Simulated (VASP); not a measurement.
## C: single point with r2SCAN

The system is C.

```xyz
2
Lattice="0.0000 2.1270 3.3480 1.2280 0.0000 3.3480 1.2280 2.1270 0.0000" Properties=species:S:1:pos:R:3 pbc="T T T"
C     0.8037    0.2848    2.7480
C     1.2280    3.5450    3.3480
```

This cell differs from its parent crystal: atom 1 (C) moved by (-0.600, -0.600) A along [1 1 0] and z.

```yaml
Program: VASP 6.6.1
Task: single point
Functional: r2SCAN
Potentials_or_basis: VASP PAW PBE potentials, release 64 (C)
Cutoff: 520 eV
k_mesh: 14 × 14 × 14
Occupations: gaussian, width 0.05 eV
Spin: no spin polarisation
```

```json
{
 "Pressure": "30.9 GPa",
 "Largest force": "9.526 eV/Å",
 "Band gap on the k mesh": "zero (bands 4 and 5 overlap by 3.45 eV)"
}
```

Forces on the atoms (eV/Å):
```
C   -2.877  8.970  1.419
C    2.877 -8.970 -1.419
```

Stress tensor (GPa, compression positive):
```
 50.60   2.43  16.82
  2.43  52.80 -48.83
 16.82 -48.83 -10.62
```

Levels at points of the mesh, in eV from the Fermi level:
```csv
k point,band 1,band 2,band 3,band 4,band 5,band 6,band 7,band 8,band 9
"(0.00, 0.00, 0.00)",-20.51,-6.15,-5.53,-0.04,1.69,7.72,10.16,16.57,18.95
"(0.50, 0.00, 0.00)",-15.68,-12.99,-2.31,-1.84,0.56,0.89,12.36,16.17,19.54
"(0.50, 0.50, 0.50)",-16.01,-10.22,-6.68,-3.83,2.57,6.05,7.90,15.19,16.28
"(0.00, 0.00, 0.50)",-16.01,-10.22,-6.63,-4.00,4.28,5.61,5.84,15.99,16.93
"(0.00, 0.50, 0.00)",-15.69,-12.99,-3.27,-0.44,0.52,1.06,10.21,17.53,19.32
"(0.50, 0.50, 0.00)",-20.16,-9.10,-5.36,1.59,5.47,7.93,9.58,14.71,19.14
"(0.50, 0.00, 0.50)",-15.69,-13.32,-2.04,-1.01,-0.72,3.62,11.97,12.23,18.76
"(0.00, 0.50, 0.50)",-15.50,-13.05,-2.99,-2.01,-1.63,3.48,15.55,15.97,19.13
```

Run time: 9.9 min on 1 thread of Intel(R) Xeon(R) 6975P-C (Granite Rapids) (shared host), peak memory 0.32 GiB.

Caveat: the cell differs from its parent crystal (atom 1 (C) moved by (-0.600, -0.600) A along [1 1 0] and z); the stress differs along the axes, from -11 to 53 GPa; the PAW data sets were made with another functional, which shifts forces and pressure a little.
